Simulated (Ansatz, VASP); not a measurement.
Two plane-wave programs on BN

```
CELL_PARAMETERS angstrom
0.00000 1.79002 1.79002
1.79002 0.00000 1.79002
1.79002 1.79002 0.00000
ATOMIC_POSITIONS crystal
B 0.00000 0.00000 0.00000
N 0.25000 0.25000 0.25000
```

Alike in both runs: task relaxation of cell and atoms; functional LDA; k mesh 10 × 10 × 10; occupations gaussian, width 0.02 eV; no spin polarisation.

```csv
,VASP,Ansatz
version,VASP 6.6.1,Ansatz 0.2.0
potentials or method,"VASP PAW LDA potentials, release 64 (B, N), cutoff 600 eV","scalar-relativistic, plane waves, PAW"
valence electrons in the cell,8,8
```

VASP gave:

* gap on the k mesh at the Fermi level, each at its own relaxed structure (eV): 4.38
* relaxed volume (Å³/atom): 5.75
* relaxed cell length with the largest relative difference (Å): 2.533

Question: Estimate Ansatz's values.

Answer: gap on the k mesh at the Fermi level, each at its own relaxed structure (eV): 4.39; relaxed volume (Å³/atom): 5.73; relaxed cell length with the largest relative difference (Å): 2.531.

Ansatz warns that its potentials were made for another functional, while VASP's fit it. LDA's correlation is that of Perdew and Zunger in VASP and of Perdew and Wang (1992) in Ansatz.
